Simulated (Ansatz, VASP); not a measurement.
One calculation of MgO, two programs

```
CELL_PARAMETERS angstrom
3.30779 0.00000 0.00000
-1.65389 2.86463 0.00000
0.00000 0.00000 4.98288
ATOMIC_POSITIONS crystal
Mg 0.33333 0.66667 0.00216
Mg 0.66667 0.33333 0.50216
O 0.13102 0.51856 0.28203
O 0.66667 0.33333 0.90244
```

Alike in both runs: task single point; functional PBEsol; k mesh 9 × 9 × 6; occupations gaussian, width 0.05 eV; no spin polarisation.

|  | VASP | Ansatz |
| --- | --- | --- |
| version | VASP 6.6.1 | Ansatz 0.2.0 |
| potentials or method | VASP PAW PBE potentials, release 64 (Mg, O), cutoff 520 eV | scalar-relativistic, plane waves, PAW |
| valence electrons in the cell | 16 | 32 |

Ansatz gave:

| Property | Result |
| --- | --- |
| gap on the k mesh at the Fermi level (eV) | 1.93 |
| least direct gap on the mesh (eV) | 1.94 |
| rms of the force components (eV/Å) | 5.312 |

Question: Which values does VASP return?

Answer: gap on the k mesh at the Fermi level (eV): 1.93; least direct gap on the mesh (eV): 1.94; rms of the force components (eV/Å): 5.546.

VASP's potentials were made for PBE, not for PBEsol. Atom by atom the forces differ by 0.244 eV/Å (rms over components). The functional is the same, so the differences come from potentials, cutoffs and numerics. VASP's potentials hold 16 valence electrons a cell and Ansatz's 32, so a difference there can come from the potentials and not from the codes.
